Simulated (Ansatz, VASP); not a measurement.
SrCl2 in VASP and in Ansatz

The input INCAR:

```
ALGO     = Normal         # electronic algorithm
EDIFF    = 1E-7           # SCF threshold, eV
ENCUT    = 520            # plane-wave cutoff, eV
GGA      = PE             # functional
ISIF     = 2              # what is computed and relaxed
ISMEAR   = 0              # smearing method
LASPH    = T              # aspherical terms in the spheres
LCHARG   = F              # write CHGCAR
LREAL    = F              # projectors in reciprocal space
LWAVE    = F              # write WAVECAR
NBANDS   = 19             # bands
NELM     = 100            # most SCF steps
PREC     = Accurate       # precision mode
SIGMA    = 0.05           # smearing width, eV
```

KPOINTS

```
k-points
0
Gamma
  6 6 6
```

POSCAR

```
SrCl2
1.0
    0.0000000000      3.5187355643      3.4075435204
    3.5187355643      0.0000000000      3.4075435204
    3.5187355643      3.5187355643      0.0000000000
Sr Cl
1 2
Direct
    0.0000000000      0.0000000000      0.0000000000
    0.2500000000      0.2500000000      0.2500000000
    0.7500000000      0.7500000000      0.7500000000
```

Input for Ansatz:

```yaml
crystal:
  lattice:
    - [0.0, 3.5187355643, 3.4075435204]
    - [3.5187355643, 0.0, 3.4075435204]
    - [3.5187355643, 3.5187355643, 0.0]
  atoms:
    - { symbol: Sr, position: [0.0, 0.0, 0.0] }
    - { symbol: Cl, position: [0.25, 0.25, 0.25] }
    - { symbol: Cl, position: [0.75, 0.75, 0.75] }
basis:
  ecutwfc: 420
kpoints:
  mp_grid: { grid: [6, 6, 6] }
hamiltonian:
  xc: pbe
scf:
  occupations: { method: gaussian, width: 0.05 }
output:
  forces: true
  stress: true
  eigenvalues: true
```

Alike in both runs: task single point; functional PBE; k mesh 6 × 6 × 6; occupations gaussian, width 0.05 eV; no spin polarisation.

```csv
,VASP,Ansatz
version,VASP 6.6.1,Ansatz 0.2.0
potentials or method,"VASP PAW PBE potentials, release 64 (Sr_sv, Cl), cutoff 520 eV","scalar-relativistic, plane waves, PAW"
valence electrons in the cell,24,24
```

|  | VASP | Ansatz | Ansatz less VASP |
| --- | --- | --- | --- |
| gap on the k mesh at the Fermi level (eV) | 5.19 | 5.20 | +0.004 |
| least direct gap on the mesh (eV) | 5.36 | 5.36 | +0.002 |
| pressure (GPa) | 1.3 | 1.2 | -0.09 |
| traceless stress, the component that is largest in VASP (GPa) | 1.13 | 1.14 | +0.007 |

With one functional, cell and mesh, what is left measures potentials, basis and numerics.
